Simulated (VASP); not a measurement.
# Te in VASP: notebook

The runs below take Te through single point, with PBEsol.

Program: VASP 6.6.1. These are calculated values, not measurements. Logs are shortened: lines on timing, memory, paths and dates and some standing lists are left out, and cuts for length are marked.

### Step 1. The cell of the first run

It takes space group P3_221 (No. 154, trigonal). The conventional cell has a = 4.476 Å, b = 4.476 Å, c = 6.043 Å, α = 90.00°, β = 90.00°, γ = 120.00°. Within 3.7 Å of Te (site symmetry 2) lie 6 Te at 2.78 to 3.60 Å.

### Step 2. Single point, PBEsol (strained)

INCAR

```
PREC     = Accurate       # precision mode
ENCUT    = 520            # plane-wave cutoff, eV
EDIFF    = 1E-6           # SCF threshold, eV
ISMEAR   = 0              # smearing method
SIGMA    = 0.05           # smearing width, eV
LREAL    = False          # projectors in reciprocal space
LASPH    = True           # aspherical terms in the spheres
NELM     = 80             # most SCF steps
ALGO     = Normal         # electronic algorithm
ISIF     = 2              # what is computed and relaxed
LWAVE    = False          # write WAVECAR
LCHARG   = False          # write CHGCAR
GGA      = PS             # functional
NBANDS   = 16             # bands
```

KPOINTS

```
Automatic mesh
0
Gamma
  9 9 6
```

POSCAR

```
Te
1.0
    4.4764989306      0.0000000000      0.0000000000
   -2.2382494652      3.8767617939      0.0000000000
    0.0000000000      0.0000000000      6.0429780180
Te
3
Direct
    0.2465125602      0.0000000000      0.1666666667
    0.0000000000      0.2465125602      0.8333333333
    0.7534874398      0.7534874398      0.5000000000
```

Potentials or basis: VASP PAW PBE potentials, release 64 (Te).

Started as:

```
$ cat potpaw_PBE.64/Te/POTCAR > POTCAR
$ mpirun -np 1 vasp_std > vasp.out
```

OUTCAR:

```text
PREC = Accurate
   ENCUT = 520
   EDIFF = 1E-6
   ISMEAR = 0
   LREAL = False
   LASPH = True
   NELM = 80
   ISIF = 2
   GGA = PS

 ion  position               nearest neighbor table
   1  0.247  0.000  0.167-   3 2.78   2 2.78   3 3.60   3 3.60   2 3.60   2 3.60
   2  0.000  0.247  0.833-   3 2.78   1 2.78   3 3.60   3 3.60   1 3.60   1 3.60
   3  0.753  0.753  0.500-   2 2.78   1 2.78   2 3.60   1 3.60   1 3.60   2 3.60

  LATTYP: Found a hexagonal cell.
 ALAT       =     4.4764989306
 C/A-ratio  =     1.3499339800

  Lattice vectors:

 A1 = (   4.4764989306,   0.0000000000,   0.0000000000)
 A2 = (  -2.2382494652,   3.8767617939,   0.0000000000)
 A3 = (   0.0000000000,   0.0000000000,   6.0429780180)

Analysis of symmetry for initial positions (statically):
=====================================================================
 Subroutine PRICEL returns:
 Original cell was already a primitive cell.

 Routine SETGRP: Setting up the symmetry group for a
 hexagonal supercell.

 Subroutine GETGRP returns: Found  6 space group operations
 (whereof  2 operations were pure point group operations)
 out of a pool of 24 trial point group operations.

The static configuration has the point symmetry C_2 .
 The point group associated with its full space group is D_3 .

Analysis of symmetry for dynamics (positions and initial velocities):
=====================================================================
 Subroutine PRICEL returns:
 Original cell was already a primitive cell.

 Routine SETGRP: Setting up the symmetry group for a
 hexagonal supercell.

 Subroutine GETGRP returns: Found  6 space group operations
 (whereof  2 operations were pure point group operations)
 out of a pool of 24 trial point group operations.

The dynamic configuration has the point symmetry C_2 .
 The point group associated with its full space group is D_3 .

 Subroutine INISYM returns: Found  6 space group operations
 (whereof  2 operations are pure point group operations),
 and found     1 'primitive' translations

----------------------------------------------------------------------------------------

                                     Primitive cell

  volume of cell :     104.8718

  direct lattice vectors                    reciprocal lattice vectors
     4.476498931  0.000000000  0.000000000     0.223388862  0.128973619  0.000000000
    -2.238249465  3.876761794  0.000000000     0.000000000  0.257947239  0.000000000
     0.000000000  0.000000000  6.042978018     0.000000000  0.000000000  0.165481323

  length of vectors
     4.476498931  4.476498931  6.042978018     0.257947239  0.257947239  0.165481323

  position of ions in fractional coordinates (direct lattice)
     0.246512560  0.000000000  0.166666667
     0.000000000  0.246512560  0.833333333
     0.753487440  0.753487440  0.500000000

  ion indices of the primitive-cell ions
   primitive index   ion index
                 1           1
                 2           2
                 3           3

----------------------------------------------------------------------------------------

 KPOINTS: Automatic mesh

Automatic generation of k-mesh.
 Grid dimensions read from file:
 generate k-points for:    9    9    6

 Generating k-lattice:

  Cartesian coordinates                     Fractional coordinates (reciprocal lattice)
     0.024820985  0.014330402  0.000000000     0.111111111  0.000000000  0.000000000
     0.000000000  0.028660804  0.000000000     0.000000000  0.111111111  0.000000000
     0.000000000  0.000000000  0.027580221     0.000000000  0.000000000  0.166666667

  Length of vectors
     0.028660804  0.028660804  0.027580221

  Shift w.r.t. Gamma in fractional coordinates (k-lattice)
     0.000000000  0.000000000  0.000000000

 Subroutine IBZKPT returns following result:
 ===========================================

 Found     62 irreducible k-points:

 Following reciprocal coordinates:
            Coordinates               Weight
  0.000000  0.000000  0.000000      1.000000
  0.111111  0.000000  0.000000      6.000000
  0.222222  0.000000  0.000000      6.000000
  0.333333  0.000000  0.000000      6.000000
  0.444444  0.000000  0.000000      6.000000
  0.111111  0.111111  0.000000      6.000000
[... 16 lines left out ...]
  0.222222  0.111111  0.166667     12.000000
 -0.111111  0.333333  0.166667     12.000000
 [... further k-points ...]
   k-points           NKPTS =     62   k-points in BZ     NKDIM =     62   number of bands    NBANDS=     16
   number of dos      NEDOS =    301   number of ions     NIONS =      3
   total plane-waves  NPLWV =  62208
   dimension x,y,z NGX =    36 NGY =   36 NGZ =   48
   dimension x,y,z NGXF=    72 NGYF=   72 NGZF=   96
   ions per type =               3
   NGX,Y,Z   is equivalent  to a cutoff of  13.37, 13.37, 13.21 a.u.
   NGXF,Y,Z  is equivalent  to a cutoff of  26.74, 26.74, 26.41 a.u.
 SYSTEM =  unknown system
   PREC   = accura    normal or accurate (medium, high low for compatibility)
   ISTART =      0    job   : 0-new  1-cont  2-samecut
   ICHARG =      2    charge: 1-file 2-atom 10-const
   ISPIN  =      1    spin polarized calculation?
   LNONCOLLINEAR =      F non collinear calculations
   LSORBIT =      F    spin-orbit coupling
   LASPH  =      T    aspherical Exc in radial PAW
   ENCUT  =  520.0 eV  38.22 Ry    6.18 a.u.   8.32  8.32 11.24*2*pi/ulx,y,z
   NELM   =     80;   NELMIN=  2; NELMDL= -5     # of ELM steps
   EDIFF  = 0.1E-05   stopping-criterion for ELM
   LREAL  =      F    real-space projection
   EDIFFG = 0.1E-04   stopping-criterion for IOM
   NSW    =      0    number of steps for IOM
   IBRION =     -1    ionic relax: 0-MD 1-quasi-New 2-CG
   NFREE  =      0    steps in history (QN), initial steepest desc. (CG)
   ISIF   =      2    stress and relaxation
   ISYM   =      2    0-nonsym 1-usesym 2-fastsym
   POTIM  = 0.5000    time-step for ionic-motion
   TEBEG  =    0.0;   TEEND  =   0.0 temperature during run
   PSTRESS=    0.0 pullay stress
   NELECT =      18.0000    total number of electrons
   NUPDOWN=      -1.0000    fix difference up-down
   EMIN   =  10.00;   EMAX   =-10.00  energy-range for DOS
   EFERMI =   0.00;   METHOD = LEGACY
   ISMEAR =     0;   SIGMA  =   0.05  broadening in eV -4-tet -1-fermi 0-gaus
   EFERMI_NEDOS =   21; number of points for ismear=-14 and -15
   IALGO  =     38    algorithm
   IMIX   =      4    mixing-type and parameters
     AMIX     =   0.40;   BMIX     =  1.00
     AMIX_MAG =   1.60;   BMIX_MAG =  1.00
  volume/ion in A,a.u.               =      34.96       235.90
  Fermi-wavevector in a.u.,A,eV,Ry     =   0.909800  1.719273 11.262043  0.827737
  Thomas-Fermi vector in A             =   2.033888
   LORBIT       =      0    0 simple, 1 ext, 2 COOP (PROOUT), +10 PAW based schemes
   GGA     = PS    functional components
   LHFCALC =     F    Hartree Fock is set to
   AEXX    =    0.0000 exact exchange contribution
   IVDW    =     0    specifies the selected vdW correction
   LEPSILON=     F    determine dielectric tensor
   LRPA    =     F    only Hartree local field effects (RPA)
 non-spin polarized calculation
 Gauss-broadening in eV      SIGMA  =   0.05
  energy-cutoff  :      520.00
  volume of cell :      104.87
 maximum number of plane-waves:      2854
 NGX is ok and might be reduce to    36
   NGX = 17   NGY = 17   NGZ = 23

 number of electron      18.0000000 magnetization

 Free energy of the ion-electron system (eV)
  ---------------------------------------------------
  ext. energy  EPLUGINS =         0.00000000
  ---------------------------------------------------
  free energy    TOTEN  =       -10.42586269 eV

  energy without entropy =      -10.42556276  energy(sigma->0) =      -10.42571272

 E-fermi :   5.3814     XC(G=0):  -9.0659

 val. band max:        5.3739213789   @ k =   0.3333   0.3333   0.5000
 cond. band min:       5.9809738369   @ k =   0.3333   0.2222   0.5000
 fundamental gap:      0.6070524581
 Fermi energy:         5.3813855288

 k-point     1 :       0.0000    0.0000    0.0000
  band No.  band energies     occupation
      1      -8.2284      2.00000
      2      -4.9243      2.00000
      3      -4.9243      2.00000
      4       2.4407      2.00000
      5       2.5425      2.00000
      6       2.5425      2.00000
[... 8 lines left out ...]
     15      10.9185      0.00000
     16      11.9126      0.00000

 k-point     2 :       0.1111    0.0000    0.0000
  band No.  band energies     occupation
      1      -8.1567      2.00000
      2      -4.9420      2.00000
      3      -4.8973      2.00000
      4       1.7858      2.00000
      5       2.2090      2.00000
      6       2.5759      2.00000
[... 8 lines left out ...]
     15      11.3210      0.00000
     16      11.7408      0.00000

 k-point     3 :       0.2222    0.0000    0.0000
  band No.  band energies     occupation
      1      -7.9558      2.00000
      2      -5.0211      2.00000
      3      -4.8257      2.00000
      4       1.0277      2.00000
      5       1.6952      2.00000
      6       2.3274      2.00000
[... 8 lines left out ...]
     15      11.7610      0.00000
     16      12.1121      0.00000

 k-point     4 :       0.3333    0.0000    0.0000
  band No.  band energies     occupation
      1      -7.6787      2.00000
      2      -5.1917      2.00000
      3      -4.7380      2.00000
      4       0.5977      2.00000
      5       1.2775      2.00000
      6       2.0847      2.00000
[... 8 lines left out ...]
     15      12.5305      0.00000
     16      12.8546      0.00000
[... 324 lines left out ...]
 k-point    22 :       0.1111    0.1111    0.1667
  band No.  band energies     occupation
      1      -7.9237      2.00000
      2      -5.7709      2.00000
      3      -4.0762      2.00000
      4       1.2811      2.00000
      5       1.6267      2.00000
      6       2.6195      2.00000
[... 8 lines left out ...]
     15      11.5171      0.00000
     16      11.7392      0.00000

 k-point    23 :       0.2222    0.1111    0.1667
  band No.  band energies     occupation
      1      -7.6838      2.00000
      2      -5.7163      2.00000
      3      -4.2106      2.00000
      4       0.7718      2.00000
      5       1.0754      2.00000
      6       2.3278      2.00000
[... 8 lines left out ...]
     15      12.1036      0.00000
     16      12.9112      0.00000

 k-point    24 :      -0.1111    0.3333    0.1667
  band No.  band energies     occupation
      1      -7.6881      2.00000
      2      -5.6732      2.00000
      3      -4.2879      2.00000
      4       0.8802      2.00000
      5       1.3261      2.00000
      6       2.4224      2.00000
[... 8 lines left out ...]
     15      11.8210      0.00000
     16      12.2753      0.00000

 [... further k-points ...]
[... 5 lines left out ...]
  --------------------------------------------------------------------------------------
  -------------------------------------------------------------------------------------
  Total        0.1922430      0.1922430      0.4075093      0.0000000     -0.0000000      0.0000000
  in kB        2.9369901      2.9369901      6.2257193      0.0000000     -0.0000000      0.0000000
  external PRESSURE =       4.0332332 kB  Pullay stress =       0.0000000 kB

 VOLUME and BASIS-vectors are now :
 -----------------------------------------------------------------------------
  energy-cutoff  :      520.00
  volume of cell :      104.87
      direct lattice vectors                 reciprocal lattice vectors
     4.476498931  0.000000000  0.000000000     0.223388862  0.128973619  0.000000000
    -2.238249465  3.876761794  0.000000000     0.000000000  0.257947239  0.000000000
     0.000000000  0.000000000  6.042978018     0.000000000  0.000000000  0.165481323

 POSITION                                       TOTAL-FORCE (eV/Angst)
 -----------------------------------------------------------------------------------
      1.10351      0.00000      1.00716         0.688102      0.000000     -0.000000
     -0.55176      0.95567      5.03582        -0.344051      0.595914      0.000000
      1.68649      2.92109      3.02149        -0.344051     -0.595914      0.000000
 -----------------------------------------------------------------------------------
    total drift:                               -0.000000      0.000000      0.000000

  FREE ENERGIE OF THE ION-ELECTRON SYSTEM (eV)
  ---------------------------------------------------
  free  energy   TOTEN  =       -10.4258626853 eV

  energy  without entropy=      -10.4255627617  energy(sigma->0) =      -10.42571272
```

It took 32 s on 1 thread of Intel Xeon 6975P-C (Granite Rapids), shared host; peak memory 0.27 GiB.

Results:

```yaml
Free_energy: -10.4259 eV
Pressure: 0.4 GPa
Largest_force: 0.688 eV/Å
Band_gap_on_the_k_mesh: zero (filled and empty bands touch)
```

Forces in eV/Å, atoms in the order of the input:
```
Te   0.688  0.000  0.000
Te  -0.344  0.596  0.000
Te  -0.344 -0.596  0.000
```

Stress tensor (GPa, compression positive):
```
0.29 0.00 0.00
0.00 0.29 0.00
0.00 0.00 0.62
```

Caveat: the cell differs from its parent crystal (strained); the PAW data sets were made with another functional, which shifts forces and pressure a little; spin-orbit coupling is left out, which moves the levels of the heavy elements.

### Step 3. Single point, PBEsol (strained)

INCAR

```
  PREC = Accurate
  ENCUT = 520
  EDIFF = 1E-7
  ISMEAR = 0
  SIGMA = 0.05
  LREAL = F
  LASPH = T
  NELM = 60
  ALGO = Normal
  ISIF = 2
  LWAVE = F
  LCHARG = T
  GGA = PS
  LELF = T
  LVHAR = T
  NBANDS = 16
```

KPOINTS is that of step 2.

POSCAR

```
Te
1.0
    4.5180332275      0.0000000000      0.0000000000
   -2.2590166137      3.9127315502      0.0000000000
    0.0000000000      0.0000000000      6.5418423708
Te
3
Direct
    0.2352688404      0.0000000000      0.1666666667
    0.0000000000      0.2352688404      0.8333333333
    0.7647311596      0.7647311596      0.5000000000
```

Potentials or basis: VASP PAW PBE potentials, release 64 (Te).

Started as:

```
$ cat potpaw_PBE.64/Te/POTCAR > POTCAR
$ mpirun -np 1 vasp_std > vasp.out
```

It took 41 s on 1 thread of Intel Xeon 6975P-C (Granite Rapids), shared host; peak memory 0.28 GiB.

Results (log left out):

- Free energy: -10.1892 eV
- Pressure: -3.2 GPa
- Largest force: 0.255 eV/Å
- Band gap on the k mesh: zero (bands 9 and 10 overlap by 0.03 eV)

Forces in eV/Å, atoms in the order of the input:
```
Te   0.255  0.000  0.000
Te  -0.127  0.221  0.000
Te  -0.127 -0.221  0.000
```

Stress tensor (GPa, compression positive):
```
-1.96  0.00  0.00
 0.00 -1.96  0.00
 0.00  0.00 -5.82
```

Levels at points of the mesh, in eV from the Fermi level:
| k point | band 5 | band 6 | band 7 | band 8 | band 9 | band 10 | band 11 | band 12 | band 13 | band 14 |
| --- | --- | --- | --- | --- | --- | --- | --- | --- | --- | --- |
| (0.00, 0.00, 0.00) | -2.55 | -2.17 | -0.97 | -0.97 | 0.01 | 1.06 | 1.06 | 2.41 | 5.05 | 5.05 |
| (0.00, 0.00, 0.50) | -1.88 | -1.88 | -0.91 | -0.53 | -0.53 | 0.77 | 1.42 | 1.42 | 4.54 | 6.27 |

Caveat: the cell differs from its parent crystal (strained); the cell stands under tension; the PAW data sets were made with another functional, which shifts forces and pressure a little; spin-orbit coupling is left out, which moves the levels of the heavy elements.

### Step 4. Single point, PBEsol (one atom moved)

INCAR

```
PREC = Accurate
ENCUT = 520
EDIFF = 1E-7
ISMEAR = 0
SIGMA = 0.05
LREAL = F
LASPH = T
NELM = 80
ALGO = Normal
ISIF = 2
LWAVE = F
LCHARG = F
GGA = PS
NBANDS = 16
```

KPOINTS is that of step 3.

POSCAR

```
Te
1.0
    4.4469268669      0.0000000000      0.0000000000
   -2.2234634334      3.8511516355      0.0000000000
    0.0000000000      0.0000000000      5.9149200000
Te
3
Direct
    0.2766227569      0.0061695831      0.1721527933
    0.0000000000      0.2690000000      0.8333333333
    0.7310000000      0.7310000000      0.5000000000
```

Started as:

```
$ cat potpaw_PBE.64/Te/POTCAR > POTCAR
$ mpirun -np 1 vasp_std > vasp.out
```

Run time: 1.8 min. Hardware: 1 thread of Intel Xeon 6975P-C (Granite Rapids), shared host; peak memory 0.45 GiB.

Results (log left out):

```
Free energy            : -10.5486 eV
Pressure               : -0.8 GPa
Largest force          : 0.179 eV/Å
Band gap on the k mesh : 0.10 eV
```

Forces on the atoms (eV/Å):
```
Te   0.088 -0.034 -0.151
Te  -0.026  0.140  0.088
Te  -0.062 -0.105  0.064
```

Stress tensor (GPa, compression positive):
```
-1.01  0.05 -0.20
 0.05 -0.85  0.12
-0.20  0.12 -0.55
```

Levels at points of the mesh, in eV from the valence-band top:
```
           k point  band 6  band 7  band 8  band 9  band 10  band 11  band 12  band 13
(0.00, 0.00, 0.00)   -2.76   -1.76   -1.72   -0.92     0.92     0.99     1.54     4.82
(0.00, 0.00, 0.50)   -2.66   -1.36   -1.10   -1.04     0.31     0.38     0.45     3.88
```

Caveat: the cell differs from its parent crystal (one atom moved); the PAW data sets were made with another functional, which shifts forces and pressure a little; spin-orbit coupling is left out, which moves the levels of the heavy elements; an odd mesh through Γ misses points on the zone boundary, where band edges can lie.

### Step 5. Summary

| cell | gap on the mesh (eV) | pressure (GPa) | largest force (eV/Å) |
| --- | --- | --- | --- |
| a = 4.476, b = 4.476, c = 6.043 Å, angles 90.0, 90.0, 120.0°, 3 atoms, atomic positions A | none | 0.4 | 0.69 |
| a = 4.518, b = 4.518, c = 6.542 Å, angles 90.0, 90.0, 120.0°, 3 atoms, atomic positions B | none | -3.2 | 0.25 |
| a = 4.447, b = 4.447, c = 5.915 Å, angles 90.0, 90.0, 120.0°, 3 atoms, atomic positions C | 0.10 | -0.8 | 0.18 |

Alike in all rows: task single point; level PBEsol; potentials or basis VASP PAW PBE potentials, release 64 (Te); no spin polarisation; k mesh 9 × 9 × 6; cutoff (eV) 520; smearing gaussian 0.05 eV.

Caveats: the PAW data sets were made with another functional, which shifts forces and pressure a little; spin-orbit coupling is left out, which moves the levels of the heavy elements; the cell stands under tension (at least some runs); an odd mesh through Γ misses points on the zone boundary, where band edges can lie (at least some runs).

Total energies depend on the potentials used, so only differences within one code and one set of settings carry meaning.
